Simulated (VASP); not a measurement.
## LiF3: single point with PBE

LiF3:

```
CELL_PARAMETERS angstrom
3.00136 0.00000 0.00000
-1.50068 2.59926 0.00000
0.00000 0.00000 7.00839
ATOMIC_POSITIONS crystal
Li 0.66667 0.33333 0.00000
F 0.66667 0.33333 0.50000
F 0.33333 0.66667 0.13909
F 0.33333 0.66667 0.86091
```

```
Program             : VASP 6.6.1
Task                : single point
Functional          : PBE
Potentials or basis : VASP PAW PBE potentials, release 64 (Li_sv, F)
Cutoff              : 520 eV
k mesh              : 6 × 6 × 4
Occupations         : gaussian, width 0.1 eV
Spin                : collinear spin, ferromagnetic start
Starting moments    : [0.0, 0.72, 0.72, 0.72] μB
```

```yaml
Largest_force: 0.019 eV/Å
Band_gap_on_the_k_mesh: zero (filled and empty bands overlap)
Net_moment: 2.00 μB per cell
Site_moments: Li -0.00; F +0.84, +0.48 μB
Valence_electrons_inside_the_program's_atomic_spheres: Li 2.06; F 5.76, 5.96
```

Forces on the atoms (eV/Å):
```
Li   0.000  0.000  0.000
F    0.000  0.000  0.000
F    0.000  0.000  0.019
F    0.000  0.000 -0.019
```

Levels at points of the mesh, in eV from the Fermi level:
Spin up:
```csv
k point,band 9,band 10,band 11,band 12,band 13,band 14,band 15,band 16,band 17,band 18
"(0.00, 0.00, 0.00)",-1.39,-1.39,-0.49,-0.49,-0.37,8.96,11.26,12.20,17.46,19.03
"(0.50, 0.00, 0.00)",-1.88,-1.76,-1.04,-0.74,-0.44,12.20,14.69,15.50,15.51,15.82
"(0.00, 0.00, 0.50)",-1.39,-1.29,-0.68,-0.49,-0.49,9.72,9.77,13.80,15.46,19.03
"(0.50, 0.00, 0.50)",-1.79,-1.77,-1.07,-0.73,-0.45,12.22,14.51,15.03,16.00,16.57
```
Spin down:
| k point | band 7 | band 8 | band 9 | band 10 | band 11 | band 12 | band 13 | band 14 | band 15 | band 16 |
| --- | --- | --- | --- | --- | --- | --- | --- | --- | --- | --- |
| (0.00, 0.00, 0.00) | -0.93 | -0.80 | 0.00 | 0.00 | 0.42 | 0.42 | 1.53 | 9.21 | 11.52 | 12.59 |
| (0.50, 0.00, 0.00) | -1.44 | -1.35 | -0.78 | -0.28 | -0.25 | 0.18 | 1.59 | 12.33 | 14.96 | 15.67 |
| (0.00, 0.00, 0.50) | -0.93 | -0.50 | -0.01 | -0.01 | 0.42 | 0.42 | 1.30 | 9.96 | 10.12 | 14.04 |
| (0.50, 0.00, 0.50) | -1.38 | -1.35 | -0.86 | -0.31 | -0.28 | 0.19 | 1.62 | 12.34 | 14.76 | 15.55 |

Wall time 3 min on 1 thread of Intel(R) Xeon(R) Platinum 8488C (Sapphire Rapids), on a shared host, peak memory 0.2 GiB.

Caveat: the k points lie up to 0.40 Å⁻¹ apart.
